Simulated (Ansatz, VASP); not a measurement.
## One calculation of Cs, two programs

File INCAR:

```
PREC = Accurate
ENCUT = 520
EDIFF = 1E-7
ISMEAR = -1
SIGMA = 0.1
LREAL = F
LASPH = T
NELM = 80
ALGO = Normal
ISIF = 2
LWAVE = F
LCHARG = F
GGA = PE
NBANDS = 20
```

File KPOINTS:

```
Automatic mesh
0
Gamma
  6 6 8
```

File POSCAR:

```
Cs
1.0
    8.8989012949      0.0000000000      0.0000000000
   -4.4494506475      7.7066745871      0.0000000000
    0.0000000000      0.0000000000      5.3463480238
Cs
3
Direct
    1.0000000000      1.0000000000      0.0000000000
    0.3333333333      0.6666666667      0.5000000000
    0.6666666667      0.3333333333      0.5000000000
```

Input for Ansatz:

```yaml
crystal:
  lattice:
    - [8.8989012949, 0.0, 0.0]
    - [-4.4494506475, 7.7066745871, 0.0]
    - [0.0, 0.0, 5.3463480238]
  atoms:
    - { symbol: Cs, position: [1.0, 1.0, 0.0] }
    - { symbol: Cs, position: [0.3333333333, 0.6666666667, 0.5] }
    - { symbol: Cs, position: [0.6666666667, 0.3333333333, 0.5] }
hamiltonian:
  xc: pbe
  pseudopotentials:
    kind: paw
    azcp:
      Cs: "pseudopotentials/Cs.paw.azcp"
basis:
  ecutwfc: 420
  fft_grid_basis: typed
kpoints:
  mp_grid: { grid: [6, 6, 8], shift: [0, 0, 0] }
magnetization:
  spin_polarized: false
scf:
  occupations: { method: fermi_dirac, width: 0.1 }
output:
  stress: true
```

Alike in both runs: task single point; functional PBE; k mesh 6 × 6 × 8; occupations fermi-dirac, width 0.1 eV; no spin polarisation.

|  | VASP | Ansatz |
| --- | --- | --- |
| version | VASP 6.6.1 | Ansatz 0.2.0 |
| potentials or method | VASP PAW PBE potentials, release 64 (Cs_sv), cutoff 520 eV | plane waves (420 eV) with PAW, scalar-relativistic |
| valence electrons in the cell | 27 | 27 |

|  | VASP | Ansatz | Ansatz less VASP |
| --- | --- | --- | --- |
| pressure (GPa) | -0.1 | -0.1 | +0.01 |

Spin-orbit coupling is off throughout.
